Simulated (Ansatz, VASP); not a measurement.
## One calculation of Sr3Y, two programs

```
Sr Y
1.0
     5.81980    0.00000    0.00000
     0.00000    5.81980    0.00000
     0.00000    0.00000    5.81980
Sr Y
3 1
Direct
  0.00000 0.50000 0.50000
  0.50000 0.00000 0.50000
  0.50000 0.50000 0.00000
  0.00000 0.00000 0.00000
```

Alike in both runs: functional r2SCAN; k mesh 8 × 8 × 8; occupations gaussian, width 0.1 eV; no spin polarisation.

Ansatz relaxed the structure, and its values are those at the end. VASP's run is a single point on that final structure, the one shown.

|  | VASP | Ansatz |
| --- | --- | --- |
| version | VASP 6.6.1 | Ansatz 0.2.0 |
| potentials or method | VASP PAW PBE potentials, release 64 (Sr_sv, Y_sv), cutoff 520 eV | scalar-relativistic, plane waves, PAW |
| valence electrons in the cell | 41 | 41 |

|  | VASP | Ansatz | Ansatz less VASP |
| --- | --- | --- | --- |
| gap on the k mesh at the Fermi level (eV) | none | none | - |
| pressure (GPa) | 0.0 | 0.0 | -0.03 |

VASP's potentials were made for PBE, not for r2SCAN. A gap of «none» marks a metal or a gap that the smearing closes.
